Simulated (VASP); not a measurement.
# MnS (F-43m) in VASP: notebook

The runs below take MnS through single point, with r2SCAN+U, RPBE+U, PBE+D3(BJ)+U, revPBE+U, r2SCAN+D3(BJ)+U.

Everything below comes from runs of VASP 6.6.1. Logs are shortened: lines on timing, memory, paths and dates and some standing lists are left out, and cuts for length are marked.

### 1 The cell of the first run

It takes space group F-43m (No. 216, cubic). The conventional cell has a = 4.947 Å, b = 4.947 Å, c = 4.947 Å, α = 90.00°, β = 90.00°, γ = 90.00°. Within 2.8 Å of Mn (site symmetry -43m) lie 4 S at 2.14 Å. S (site symmetry -43m) has 4 Mn at 2.14 Å within 2.8 Å.

### 2 Single point, r2SCAN+U, collinear spin, ferromagnetic start

The input, POSCAR:

```
MnS
1.0
    0.0000000000      2.4734634191      2.4734634191
    2.4734634191      0.0000000000      2.4734634191
    2.4734634191      2.4734634191      0.0000000000
Mn S
1 1
Direct
    0.0000000000      0.0000000000      0.0000000000
    0.7500000000      0.7500000000      0.7500000000
```

The input, INCAR.step1:

```
SYSTEM = MnS
PREC = Accurate ; ENCUT = 520
ISMEAR = -1 ; SIGMA = 0.05
LREAL = .FALSE. ; LASPH = .TRUE.
NELM = 150 ; ISPIN = 2
MAGMOM = 4 0 ; LMAXMIX = 4
LDAU = .TRUE. ; LDAUTYPE = 2
LDAUL = 2 -1 ; LDAUU = 8 0
LDAUJ = 0 0 ; NBANDS = 20
GGA = PE ; ALGO = Normal
EDIFF = 1E-4 ; LWAVE = .TRUE.
LCHARG = .FALSE.
```

The input, INCAR.step2:

```
SYSTEM = MnS
PREC = Accurate ; ENCUT = 520
EDIFF = 1E-6 ; ISMEAR = -1
SIGMA = 0.05 ; LREAL = .FALSE.
LASPH = .TRUE. ; NELM = 150
ALGO = Normal ; ISIF = 2
LWAVE = .FALSE. ; LCHARG = .FALSE.
ISPIN = 2 ; MAGMOM = 4 0
LORBIT = 11 ; LMAXMIX = 4
LDAU = .TRUE. ; LDAUTYPE = 2
LDAUL = 2 -1 ; LDAUU = 8 0
LDAUJ = 0 0 ; LDAUPRINT = 1
METAGGA = R2SCAN ; LMIXTAU = .TRUE.
NBANDS = 20 ; ISTART = 1
```

The input, KPOINTS:

```
regular mesh
0
G
  9 9 9
  0 0 0
```

Potentials or basis: VASP PAW PBE potentials, release 64 (Mn_pv, S).

The run is started by

```bash
$ cat potpaw_PBE.64/Mn_pv/POTCAR potpaw_PBE.64/S/POTCAR > POTCAR
$ cp INCAR.step1 INCAR
$ mpirun -np 1 vasp_std > vasp.out
$ cp INCAR.step2 INCAR
$ mpirun -np 1 vasp_std > vasp.out
```

OUTCAR:

```text
SYSTEM = MnS
   PREC = Accurate
   ENCUT = 520
   EDIFF = 1E-6
   ISMEAR = -1
   LREAL = .FALSE.
   LASPH = .TRUE.
   NELM = 150
   ISIF = 2
   ISPIN = 2
   LORBIT = 11
   METAGGA = R2SCAN
   ISTART = 1

 ion  position               nearest neighbor table
   1  0.000  0.000  0.000-   2 2.14   2 2.14   2 2.14   2 2.14
   2  0.750  0.750  0.750-   1 2.14   1 2.14   1 2.14   1 2.14

  LATTYP: Found a face centered cubic cell.
 ALAT       =     4.9469268382

  Lattice vectors:

 A1 = (   0.0000000000,   2.4734634191,   2.4734634191)
 A2 = (   2.4734634191,   0.0000000000,   2.4734634191)
 A3 = (   2.4734634191,   2.4734634191,   0.0000000000)

Analysis of symmetry for initial positions (statically):
=====================================================================
 Subroutine PRICEL returns:
 Original cell was already a primitive cell.

 Routine SETGRP: Setting up the symmetry group for a
 face centered cubic supercell.

 Subroutine GETGRP returns: Found 24 space group operations
 (whereof 24 operations were pure point group operations)
 out of a pool of 48 trial point group operations.

The static configuration has the point symmetry T_d .

Analysis of symmetry for dynamics (positions and initial velocities):
=====================================================================
 Subroutine PRICEL returns:
 Original cell was already a primitive cell.

 Routine SETGRP: Setting up the symmetry group for a
 face centered cubic supercell.

 Subroutine GETGRP returns: Found 24 space group operations
 (whereof 24 operations were pure point group operations)
 out of a pool of 48 trial point group operations.

The dynamic configuration has the point symmetry T_d .

Analysis of structural, dynamic, and magnetic symmetry:
=====================================================================
 Subroutine PRICEL returns:
 Original cell was already a primitive cell.

 Routine SETGRP: Setting up the symmetry group for a
 face centered cubic supercell.

 Subroutine GETGRP returns: Found 24 space group operations
 (whereof 24 operations were pure point group operations)
 out of a pool of 48 trial point group operations.

The overall configuration has the point symmetry T_d .

 Subroutine INISYM returns: Found 24 space group operations
 (whereof 24 operations are pure point group operations),
 and found     1 'primitive' translations

----------------------------------------------------------------------------------------

                                     Primitive cell

  volume of cell :      30.2654

  direct lattice vectors                    reciprocal lattice vectors
     0.000000000  2.473463419  2.473463419    -0.202145702  0.202145702  0.202145702
     2.473463419  0.000000000  2.473463419     0.202145702 -0.202145702  0.202145702
     2.473463419  2.473463419  0.000000000     0.202145702  0.202145702 -0.202145702

  length of vectors
     3.498005513  3.498005513  3.498005513     0.350126627  0.350126627  0.350126627

  position of ions in fractional coordinates (direct lattice)
     0.000000000  0.000000000  0.000000000
     0.750000000  0.750000000  0.750000000

  ion indices of the primitive-cell ions
   primitive index   ion index
                 1           1
                 2           2

----------------------------------------------------------------------------------------

 KPOINTS: regular mesh

Automatic generation of k-mesh.
 Grid dimensions read from file:
 generate k-points for:    9    9    9

 Generating k-lattice:

[... 60 lines left out ...]
   NELM   =    150;   NELMIN=  2; NELMDL=  0     # of ELM steps
   EDIFF  = 0.1E-05   stopping-criterion for ELM
   LREAL  =      F    real-space projection
   EDIFFG = 0.1E-04   stopping-criterion for IOM
   NSW    =      0    number of steps for IOM
   IBRION =     -1    ionic relax: 0-MD 1-quasi-New 2-CG
   NFREE  =      0    steps in history (QN), initial steepest desc. (CG)
   ISIF   =      2    stress and relaxation
   ISYM   =      2    0-nonsym 1-usesym 2-fastsym
   POTIM  = 0.5000    time-step for ionic-motion
   TEBEG  =    0.0;   TEEND  =   0.0 temperature during run
   PSTRESS=    0.0 pullay stress
   NELECT =      19.0000    total number of electrons
   NUPDOWN=      -1.0000    fix difference up-down
   EMIN   =  10.00;   EMAX   =-10.00  energy-range for DOS
   EFERMI =   0.00;   METHOD = LEGACY
   ISMEAR =    -1;   SIGMA  =   0.05  broadening in eV -4-tet -1-fermi 0-gaus
   EFERMI_NEDOS =   21; number of points for ismear=-14 and -15
   IALGO  =     38    algorithm
   IMIX   =      4    mixing-type and parameters
     AMIX     =   0.40;   BMIX     =  1.00
     AMIX_MAG =   1.60;   BMIX_MAG =  1.00
  volume/ion in A,a.u.               =      15.13       102.12
  Fermi-wavevector in a.u.,A,eV,Ry     =   1.401771  2.648964 26.734947  1.964963
  Thomas-Fermi vector in A             =   2.524600
   LORBIT       =     11    0 simple, 1 ext, 2 COOP (PROOUT), +10 PAW based schemes
 LDA+U is selected, type is set to LDAUTYPE =  2
   angular momentum for each species LDAUL =     2   -1
   U (eV)           for each species LDAUU =   8.0  0.0
   J (eV)           for each species LDAUJ =   0.0  0.0
   METAGGA = R2SCAN    functional components
   LHFCALC =     F    Hartree Fock is set to
   AEXX    =    0.0000 exact exchange contribution
   IVDW    =     0    specifies the selected vdW correction
   LEPSILON=     F    determine dielectric tensor
   LRPA    =     F    only Hartree local field effects (RPA)
 spin polarized calculation
  energy-cutoff  :      520.00
  volume of cell :       30.27
 maximum number of plane-waves:       869
 NGX is ok and might be reduce to    28
   NGX = 13   NGY = 13   NGZ = 13

atom =   1  type =  1  l = 2

 onsite density matrix

spin component  1

  0.9633  0.0000 -0.0000 -0.0000 -0.0000
  0.0000  0.9633 -0.0000 -0.0000  0.0000
 -0.0000 -0.0000  0.9484 -0.0000  0.0000
 -0.0000 -0.0000 -0.0000  0.9633 -0.0000
 -0.0000  0.0000  0.0000 -0.0000  0.9484

spin component  2

  0.0809  0.0000  0.0000  0.0000  0.0000
  0.0000  0.0809 -0.0000  0.0000 -0.0000
  0.0000 -0.0000  0.0252  0.0000 -0.0000
  0.0000  0.0000  0.0000  0.0809  0.0000
  0.0000 -0.0000 -0.0000  0.0000  0.0252

 occupancies and eigenvectors

  o =  0.0252  v =  0.0000  0.0000  0.0000  0.0000  0.0000 -0.0000  0.0000  0.1804 -0.0000  0.9836      0.0000  0.0000  0.0000  0.0000  0.0000  0.0000  0.0000  0.0000  0.0000  0.0000
  o =  0.0252  v =  0.0000  0.0000  0.0000  0.0000  0.0000  0.0000 -0.0000 -0.9836  0.0000  0.1804      0.0000  0.0000  0.0000  0.0000  0.0000  0.0000  0.0000  0.0000  0.0000  0.0000
  o =  0.0809  v =  0.0000  0.0000  0.0000  0.0000  0.0000 -0.0543 -0.0092  0.0000  0.9985  0.0000      0.0000  0.0000  0.0000  0.0000  0.0000  0.0000  0.0000  0.0000  0.0000  0.0000
  o =  0.0809  v =  0.0000  0.0000  0.0000  0.0000  0.0000 -0.9984  0.0126 -0.0000 -0.0542 -0.0000      0.0000  0.0000  0.0000  0.0000  0.0000  0.0000  0.0000  0.0000  0.0000  0.0000
  o =  0.0809  v =  0.0000  0.0000  0.0000  0.0000  0.0000 -0.0121 -0.9999  0.0000 -0.0099  0.0000      0.0000  0.0000  0.0000  0.0000  0.0000  0.0000  0.0000  0.0000  0.0000  0.0000
  o =  0.9484  v =  0.0000 -0.0000  0.3065  0.0000 -0.9519  0.0000  0.0000  0.0000  0.0000  0.0000      0.0000  0.0000  0.0000  0.0000  0.0000  0.0000  0.0000  0.0000  0.0000  0.0000
  o =  0.9484  v =  0.0000 -0.0000  0.9519  0.0000  0.3065  0.0000  0.0000  0.0000  0.0000  0.0000      0.0000  0.0000  0.0000  0.0000  0.0000  0.0000  0.0000  0.0000  0.0000  0.0000
  o =  0.9633  v =  0.0000  0.3521 -0.0000  0.9360 -0.0000  0.0000  0.0000  0.0000  0.0000  0.0000      0.0000  0.0000  0.0000  0.0000  0.0000  0.0000  0.0000  0.0000  0.0000  0.0000
  o =  0.9633  v =  0.0000 -0.9360 -0.0000  0.3521  0.0000  0.0000  0.0000  0.0000  0.0000  0.0000      0.0000  0.0000  0.0000  0.0000  0.0000  0.0000  0.0000  0.0000  0.0000  0.0000
  o =  0.9633  v =  1.0000  0.0000  0.0000  0.0000  0.0000  0.0000  0.0000  0.0000  0.0000  0.0000      0.0000  0.0000  0.0000  0.0000  0.0000  0.0000  0.0000  0.0000  0.0000  0.0000

 number of electron      18.9999986 magnetization       4.9910700

 Free energy of the ion-electron system (eV)
  ---------------------------------------------------
  ext. energy  EPLUGINS =         0.00000000
  ---------------------------------------------------
  free energy    TOTEN  =       -20.36117038 eV

  energy without entropy =      -20.36027549  energy(sigma->0) =      -20.36072293

 E-fermi :   8.6978     XC(G=0): -11.7591

 val. band max:        8.5519638611   @ k =   0.1111   0.0000   0.0000
 cond. band min:       8.7155866789   @ k =   0.4444   0.4444   0.0000
 fundamental gap:      0.1636228178
 Fermi energy:         8.6977862087

 spin component 1

 k-point     1 :       0.0000    0.0000    0.0000
  band No.  band energies     occupation
      1     -44.7234      1.00000
      2     -44.7234      1.00000
      3     -44.7233      1.00000
      4      -8.2290      1.00000
      5      -0.8498      1.00000
      6      -0.8497      1.00000
[... 1097 lines left out ...]
     19      26.8350      0.00000
     20      26.8350      0.00000

 [... further k-points ...]

------------------------ aborting loop because EDIFF is reached ----------------------------------------

  FORCE on cell =-STRESS in cart. coord.  units (eV):
  Direction    XX          YY          ZZ          XY          YZ          ZX
  --------------------------------------------------------------------------------------
  -------------------------------------------------------------------------------------
  Total       13.7802936     13.7802936     13.7802936      0.0000000      0.0000000      0.0000000
  in kB      729.4954392    729.4954392    729.4954392      0.0000000      0.0000000      0.0000000
  external PRESSURE =     729.4954392 kB  Pullay stress =       0.0000000 kB

 VOLUME and BASIS-vectors are now :
 -----------------------------------------------------------------------------
  energy-cutoff  :      520.00
  volume of cell :       30.27
      direct lattice vectors                 reciprocal lattice vectors
     0.000000000  2.473463419  2.473463419    -0.202145702  0.202145702  0.202145702
     2.473463419  0.000000000  2.473463419     0.202145702 -0.202145702  0.202145702
     2.473463419  2.473463419  0.000000000     0.202145702  0.202145702 -0.202145702

 POSITION                                       TOTAL-FORCE (eV/Angst)
 -----------------------------------------------------------------------------------
      0.00000      0.00000      0.00000        -0.000000     -0.000000     -0.000000
      3.71020      3.71020      3.71020         0.000000      0.000000      0.000000
 -----------------------------------------------------------------------------------
    total drift:                               -0.000014     -0.000014     -0.000014

  FREE ENERGIE OF THE ION-ELECTRON SYSTEM (eV)
  ---------------------------------------------------
  free  energy   TOTEN  =       -20.3611703753 eV

  energy  without entropy=      -20.3602754908  energy(sigma->0) =      -20.36072293

 total charge

# of ion       s       p       d       tot
------------------------------------------
    1        0.398   6.437   5.052  11.887
    2        1.324   2.765   0.000   4.089
--------------------------------------------------
tot          1.723   9.202   5.052  15.976

 magnetization (x)

# of ion       s       p       d       tot
------------------------------------------
    1        0.051   0.111   4.481   4.642
    2        0.001   0.027   0.000   0.028
--------------------------------------------------
tot          0.051   0.138   4.481   4.670
```

Run time: 72 s. Hardware: 1 thread of AMD EPYC 9R45 (Zen 5), shared host; peak memory 0.17 GiB.

What came out:

- Free energy: -20.3612 eV
- Pressure: 72.9 GPa
- Band gap on the k mesh: zero (filled and empty bands overlap)
- Net moment: 4.99 μB per cell
- Site moments: Mn +4.64; S +0.03 μB
- Valence electrons inside the program's atomic spheres: Mn 11.89; S 4.09

Eigenvalues of the final occupation matrices:
| site | spin | trace | eigenvalues |
| --- | --- | --- | --- |
| site 1 d | 1 | 4.79 | 0.95 0.95 0.96 0.96 0.96 |
| site 1 d | 2 | 0.29 | 0.03 0.03 0.08 0.08 0.08 |

Caveat: the cell stands under pressure; the PAW data sets were made with another functional, which shifts forces and pressure a little; a cell with one magnetic atom can't hold antiferromagnetic order, which such compounds often take. The state reached can hang on the start; a lower one may exist.

(Part 1 of 2 ends here.)

The gap in the log of VASP goes by the Fermi energy; the results here count the filled bands.